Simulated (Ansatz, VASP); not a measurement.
**GaSb: VASP beside Ansatz**

```
Ga Sb
1.0
     0.00000    3.00456    3.11687
     3.00456    0.00000    3.11687
     3.00456    3.00456    0.00000
Ga Sb
1 1
Cartesian
  0.0000 0.0000 0.0000
  1.5023 1.5023 1.5584
```

Change from the starting cell: epitaxial_xy strain -2.0%.

Alike in both runs: task single point; functional r2SCAN; k mesh 8 × 8 × 8; occupations fermi-dirac, width 0.02 eV; no spin polarisation.

|  | VASP | Ansatz |
| --- | --- | --- |
| version | VASP 6.6.1 | Ansatz 0.2.0 |
| potentials or method | VASP PAW PBE potentials, release 64 (Ga_d, Sb) | plane waves, PAW |
| plane-wave cutoff (eV) | 520 | 500 |
| valence electrons in the cell | 18 | 28 |

```tsv
	VASP	Ansatz	Ansatz less VASP
pressure (GPa)	1.4	1.3	-0.10
traceless stress, the component that is largest in VASP (GPa)	-1.30	-1.32	-0.015
```

VASP's potentials were made for PBE, not for r2SCAN. VASP's potentials hold 18 valence electrons a cell and Ansatz's 28, so a difference there can come from the potentials and not from the codes.

Spin-orbit coupling is off throughout.
